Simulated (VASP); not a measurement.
# Ca (I4/mmm) in VASP: further runs

Ca is run at these levels: r2SCAN; tasks: single point.

All numbers are computed with VASP 6.6.1; they aren't measurements. Logs are shortened: lines on timing, memory, paths and dates and some standing lists are left out, and cuts for length are marked.

## 1. The cell of the first run

The structure is tetragonal, space group I4/mmm (No. 139). The conventional cell has a = 3.952 Å, b = 3.952 Å, c = 6.147 Å, α = 90.00°, β = 90.00°, γ = 90.00°. Ca (site symmetry 4/mmm) has 12 Ca at 3.95 to 4.15 Å within 5.2 Å.

## 2. Single point, r2SCAN (strain +0.1000 x Voigt [1, 0, 0, 0, 0, 0])

Input file POSCAR:

```
Ca
1.0
    0.0000000000      2.7942000000      2.7942000000
    3.0736200000      0.0000000000      2.7942000000
    3.0736200000      2.7942000000      0.0000000000
Ca
1
Direct
    0.0000000000      0.0000000000      0.0000000000
```

Input file INCAR.step1:

```
SYSTEM = Ca
PREC = Accurate
ENCUT = 520
ISMEAR = 0
SIGMA = 0.15
LREAL = .FALSE.
LASPH = .TRUE.
NELM = 60
NBANDS = 11
GGA = PE
ALGO = Normal
EDIFF = 1E-4
LWAVE = .TRUE.
LCHARG = .FALSE.
```

Input file INCAR.step2:

```
SYSTEM = Ca
PREC = Accurate
ENCUT = 520
EDIFF = 1E-6
ISMEAR = 0
SIGMA = 0.15
LREAL = .FALSE.
LASPH = .TRUE.
NELM = 60
ALGO = Normal
ISIF = 2
LWAVE = .FALSE.
LCHARG = .TRUE.
METAGGA = R2SCAN
LMIXTAU = .TRUE.
LELF = .TRUE.
LVHAR = .TRUE.
NBANDS = 11
ISTART = 1
```

Input file KPOINTS:

```
Automatic mesh
0
G
  14 14 14
  0 0 0
```

Potentials or basis: VASP PAW PBE potentials, release 64 (Ca_sv).

Started as:

```bash
$ cat potpaw_PBE.64/Ca_sv/POTCAR > POTCAR
$ cp INCAR.step1 INCAR
$ mpirun -np 1 vasp_std > vasp.out
$ cp INCAR.step2 INCAR
$ mpirun -np 1 vasp_std > vasp.out
```

OUTCAR:

```text
SYSTEM = Ca
   PREC = Accurate
   ENCUT = 520
   EDIFF = 1E-6
   ISMEAR = 0
   LREAL = .FALSE.
   LASPH = .TRUE.
   NELM = 60
   ISIF = 2
   METAGGA = R2SCAN
   ISTART = 1

 ion  position               nearest neighbor table
   1  0.000  0.000  0.000-

  LATTYP: Found a body centered tetragonal cell.
 ALAT       =     3.9515955360
 C/A-ratio  =     1.5556349186

  Lattice vectors:

 A1 = (   3.0736200000,   0.0000000000,   2.7942000000)
 A2 = (   3.0736200000,   0.0000000000,  -2.7942000000)
 A3 = (  -3.0736200000,   2.7942000000,   0.0000000000)

Analysis of symmetry for initial positions (statically):
=====================================================================
 Subroutine PRICEL returns:
 Original cell was already a primitive cell.

 Routine SETGRP: Setting up the symmetry group for a
 body centered tetragonal supercell.

 Subroutine GETGRP returns: Found 16 space group operations
 (whereof 16 operations were pure point group operations)
 out of a pool of 16 trial point group operations.

The static configuration has the point symmetry D_4h.

Analysis of symmetry for dynamics (positions and initial velocities):
=====================================================================
 Subroutine PRICEL returns:
 Original cell was already a primitive cell.

 Routine SETGRP: Setting up the symmetry group for a
 body centered tetragonal supercell.

 Subroutine GETGRP returns: Found 16 space group operations
 (whereof 16 operations were pure point group operations)
 out of a pool of 16 trial point group operations.

The dynamic configuration has the point symmetry D_4h.

 Subroutine INISYM returns: Found 16 space group operations
 (whereof 16 operations are pure point group operations),
 and found     1 'primitive' translations

----------------------------------------------------------------------------------------

                                     Primitive cell

  volume of cell :      47.9949

  direct lattice vectors                    reciprocal lattice vectors
     0.000000000  2.794200000  2.794200000    -0.162674631  0.178942094  0.178942094
     3.073620000  0.000000000  2.794200000     0.162674631 -0.178942094  0.178942094
     3.073620000  2.794200000  0.000000000     0.162674631  0.178942094 -0.178942094

  length of vectors
     3.951595536  4.153876929  4.153876929     0.300838132  0.300838132  0.300838132

  position of ions in fractional coordinates (direct lattice)
     0.000000000  0.000000000  0.000000000

  ion indices of the primitive-cell ions
   primitive index   ion index
                 1           1

----------------------------------------------------------------------------------------

 KPOINTS: Automatic mesh

Automatic generation of k-mesh.
 Grid dimensions read from file:
 generate k-points for:   14   14   14

 Generating k-lattice:

  Cartesian coordinates                     Fractional coordinates (reciprocal lattice)
    -0.011619617  0.012781578  0.012781578     0.071428571  0.000000000  0.000000000
     0.011619617 -0.012781578  0.012781578     0.000000000  0.071428571 -0.000000000
     0.011619617  0.012781578 -0.012781578     0.000000000 -0.000000000  0.071428571

  Length of vectors
     0.021488438  0.021488438  0.021488438

  Shift w.r.t. Gamma in fractional coordinates (k-lattice)
     0.000000000  0.000000000  0.000000000

 Subroutine IBZKPT returns following result:
 ===========================================

 Found    244 irreducible k-points:

 Following reciprocal coordinates:
            Coordinates               Weight
  0.000000  0.000000  0.000000      1.000000
  0.071429  0.000000  0.000000      8.000000
  0.142857 -0.000000 -0.000000      8.000000
  0.214286 -0.000000 -0.000000      8.000000
  0.285714  0.000000  0.000000      8.000000
  0.357143 -0.000000 -0.000000      8.000000
[... 16 lines left out ...]
  0.214286  0.142857 -0.000000     16.000000
  0.285714  0.142857  0.000000     16.000000
 [... further k-points ...]
   k-points           NKPTS =    244   k-points in BZ     NKDIM =    244   number of bands    NBANDS=     11
   number of dos      NEDOS =    301   number of ions     NIONS =      1
   total plane-waves  NPLWV =  30720
   dimension x,y,z NGX =    30 NGY =   32 NGZ =   32
   dimension x,y,z NGXF=    60 NGYF=   64 NGZF=   64
   ions per type =               1
   NGX,Y,Z   is equivalent  to a cutoff of  12.62, 12.81, 12.81 a.u.
   NGXF,Y,Z  is equivalent  to a cutoff of  25.24, 25.61, 25.61 a.u.
 SYSTEM =  Ca
   PREC   = accura    normal or accurate (medium, high low for compatibility)
   ISTART =      1    job   : 0-new  1-cont  2-samecut
   ICHARG =      0    charge: 1-file 2-atom 10-const
   ISPIN  =      1    spin polarized calculation?
   LNONCOLLINEAR =      F non collinear calculations
   LSORBIT =      F    spin-orbit coupling
   LASPH  =      T    aspherical Exc in radial PAW
   ENCUT  =  520.0 eV  38.22 Ry    6.18 a.u.   7.35  7.72  7.72*2*pi/ulx,y,z
   NELM   =     60;   NELMIN=  2; NELMDL=  0     # of ELM steps
   EDIFF  = 0.1E-05   stopping-criterion for ELM
   LREAL  =      F    real-space projection
[... 7 lines left out ...]
   TEBEG  =    0.0;   TEEND  =   0.0 temperature during run
   PSTRESS=    0.0 pullay stress
   NELECT =      10.0000    total number of electrons
   NUPDOWN=      -1.0000    fix difference up-down
   EMIN   =  10.00;   EMAX   =-10.00  energy-range for DOS
   EFERMI =   0.00;   METHOD = LEGACY
   ISMEAR =     0;   SIGMA  =   0.15  broadening in eV -4-tet -1-fermi 0-gaus
   EFERMI_NEDOS =   21; number of points for ismear=-14 and -15
   IALGO  =     38    algorithm
   IMIX   =      4    mixing-type and parameters
     AMIX     =   0.40;   BMIX     =  1.00
     AMIX_MAG =   1.60;   BMIX_MAG =  1.00
  volume/ion in A,a.u.               =      47.99       323.89
  Fermi-wavevector in a.u.,A,eV,Ry     =   0.970532  1.834039 12.815763  0.941932
  Thomas-Fermi vector in A             =   2.100675
   LORBIT       =      0    0 simple, 1 ext, 2 COOP (PROOUT), +10 PAW based schemes
   METAGGA = R2SCAN    functional components
   LHFCALC =     F    Hartree Fock is set to
   AEXX    =    0.0000 exact exchange contribution
   IVDW    =     0    specifies the selected vdW correction
   LEPSILON=     F    determine dielectric tensor
   LRPA    =     F    only Hartree local field effects (RPA)
 non-spin polarized calculation
 Gauss-broadening in eV      SIGMA  =   0.15
  energy-cutoff  :      520.00
  volume of cell :       47.99
 maximum number of plane-waves:      1315
 NGX is ok and might be reduce to    30
   NGX = 15   NGY = 15   NGZ = 15

 number of electron      10.0000001 magnetization

 Free energy of the ion-electron system (eV)
  ---------------------------------------------------
  ext. energy  EPLUGINS =         0.00000000
  ---------------------------------------------------
  free energy    TOTEN  =        -7.00703631 eV

  energy without entropy =       -6.99320419  energy(sigma->0) =       -7.00012025

 E-fermi :   1.5240     XC(G=0):  -7.8075

 val. band max:        1.5165498483   @ k =  -0.4286   0.2143   0.1429
 cond. band min:       1.5276625549   @ k =  -0.4286   0.3571  -0.0000
 fundamental gap:      0.0111127067
 Fermi energy:         1.5240159584

 k-point     1 :       0.0000    0.0000    0.0000
  band No.  band energies     occupation
      1     -42.5836      2.00000
      2     -22.6230      2.00000
      3     -22.6213      2.00000
      4     -22.6213      2.00000
      5      -2.5388      2.00000
      6       3.7753      0.00000
      7       4.1970      0.00000
      8       4.1970      0.00000
      9       4.7102      0.00000
     10       5.2458      0.00000
     11      10.6631      0.00000

 k-point     2 :       0.0714    0.0000    0.0000
  band No.  band energies     occupation
      1     -42.5832      2.00000
      2     -22.6265      2.00000
      3     -22.6233      2.00000
      4     -22.6216      2.00000
      5      -2.4550      2.00000
      6       3.7684      0.00000
      7       4.1338      0.00000
      8       4.2290      0.00000
      9       4.6961      0.00000
     10       5.2092      0.00000
     11      10.7268      0.00000

 k-point     3 :       0.1429   -0.0000   -0.0000
  band No.  band energies     occupation
      1     -42.5820      2.00000
      2     -22.6395      2.00000
      3     -22.6260      2.00000
      4     -22.6225      2.00000
      5      -2.2068      2.00000
      6       3.6453      0.00000
      7       4.0361      0.00000
      8       4.3086      0.00000
      9       4.6984      0.00000
     10       5.1259      0.00000
     11      10.3318      0.00000

 k-point     4 :       0.2143   -0.0000   -0.0000
  band No.  band energies     occupation
      1     -42.5804      2.00000
      2     -22.6583      2.00000
      3     -22.6296      2.00000
      4     -22.6238      2.00000
      5      -1.8043      2.00000
      6       3.3089      0.00000
      7       3.9766      0.00000
      8       4.3759      0.00000
      9       4.8087      0.00000
     10       5.0776      0.00000
     11       9.1963      0.00000

 k-point     5 :       0.2857    0.0000    0.0000
  band No.  band energies     occupation
      1     -42.5786      2.00000
      2     -22.6791      2.00000
      3     -22.6336      2.00000
      4     -22.6252      2.00000
      5      -1.2653      2.00000
      6       2.8474      0.00000
      7       3.8861      0.00000
      8       4.3528      0.00000
      9       5.0478      0.00000
     10       5.1562      0.00000
     11       8.1407      0.00000
[... 211 lines left out ...]
 k-point    21 :      -0.0714    0.0714    0.0000
  band No.  band energies     occupation
      1     -42.5826      2.00000
      2     -22.6317      2.00000
      3     -22.6251      2.00000
      4     -22.6235      2.00000
      5      -2.3233      2.00000
      6       3.6915      0.00000
      7       4.1622      0.00000
      8       4.2255      0.00000
      9       4.6426      0.00000
     10       5.1906      0.00000
     11      10.7948      0.00000

 k-point    22 :       0.1429    0.1429    0.0000
  band No.  band energies     occupation
      1     -42.5813      2.00000
      2     -22.6392      2.00000
      3     -22.6310      2.00000
      4     -22.6279      2.00000
      5      -2.0705      2.00000
      6       3.7278      0.00000
      7       3.9655      0.00000
      8       4.2865      0.00000
      9       4.6730      0.00000
     10       5.0214      0.00000
     11      10.9867      0.00000

 k-point    23 :       0.2143    0.1429   -0.0000
  band No.  band energies     occupation
      1     -42.5800      2.00000
      2     -22.6528      2.00000
      3     -22.6337      2.00000
      4     -22.6304      2.00000
      5      -1.7632      2.00000
      6       3.4521      0.00000
      7       4.0607      0.00000
      8       4.3338      0.00000
      9       4.5713      0.00000
     10       5.0530      0.00000
     11      10.0783      0.00000

 k-point    24 :       0.2857    0.1429    0.0000
  band No.  band energies     occupation
      1     -42.5784      2.00000
      2     -22.6710      2.00000
      3     -22.6362      2.00000
      4     -22.6330      2.00000
      5      -1.3113      2.00000
      6       3.0870      0.00000
      7       4.0104      0.00000
      8       4.2758      0.00000
      9       4.6941      0.00000
     10       5.1989      0.00000
     11       8.8857      0.00000

 [... further k-points ...]

------------------------ aborting loop because EDIFF is reached ----------------------------------------

  FORCE on cell =-STRESS in cart. coord.  units (eV):
  Direction    XX          YY          ZZ          XY          YZ          ZX
  --------------------------------------------------------------------------------------
  -------------------------------------------------------------------------------------
  Total       -0.6723409     -0.3660862     -0.3660862      0.0000000      0.0000000     -0.0000000
  in kB      -22.4442447    -12.2207771    -12.2207771      0.0000000      0.0000000     -0.0000000
  external PRESSURE =     -15.6285996 kB  Pullay stress =       0.0000000 kB

 VOLUME and BASIS-vectors are now :
 -----------------------------------------------------------------------------
  energy-cutoff  :      520.00
  volume of cell :       47.99
      direct lattice vectors                 reciprocal lattice vectors
     0.000000000  2.794200000  2.794200000    -0.162674631  0.178942094  0.178942094
     3.073620000  0.000000000  2.794200000     0.162674631 -0.178942094  0.178942094
     3.073620000  2.794200000  0.000000000     0.162674631  0.178942094 -0.178942094

 POSITION                                       TOTAL-FORCE (eV/Angst)
 -----------------------------------------------------------------------------------
      0.00000      0.00000      0.00000         0.000000      0.000000      0.000000
 -----------------------------------------------------------------------------------
    total drift:                                0.000000     -0.000000     -0.000000

  FREE ENERGIE OF THE ION-ELECTRON SYSTEM (eV)
  ---------------------------------------------------
  free  energy   TOTEN  =        -7.0070363143 eV

  energy  without entropy=       -6.9932041898  energy(sigma->0) =       -7.00012025
```

Run time: 5.9 min. Hardware: 1 thread of AMD EPYC 7R13 (Zen 3), shared host; peak memory 0.24 GiB.

Results:

* Free energy: -7.0070 eV
* Pressure: -1.6 GPa
* Band gap on the k mesh: zero (bands 5 and 6 overlap by 0.68 eV)

Levels at points of the mesh, in eV from the Fermi level:
```
           k point  band 1  band 2  band 3  band 4  band 5  band 6  band 7  band 8  band 9  band 10
(0.00, 0.00, 0.00)  -44.11  -24.15  -24.15  -24.15   -4.06    2.25    2.67    2.67    3.19     3.72
(0.50, 0.00, 0.00)  -44.10  -24.24  -24.16  -24.15   -0.90   -0.36    2.15    2.64    4.02     4.16
(0.50, 0.50, 0.00)  -44.10  -24.24  -24.20  -24.17   -0.20    0.77    1.04    4.01    4.08     4.43
(0.00, 0.50, 0.50)  -44.10  -24.23  -24.17  -24.17   -0.54    0.17    0.94    4.12    4.25     4.25
```

Caveat: the cell differs from its parent crystal (strain +0.1000 x Voigt [1, 0, 0, 0, 0, 0]); the PAW data sets were made with another functional, which shifts forces and pressure a little.

[end of part 1 of 2]
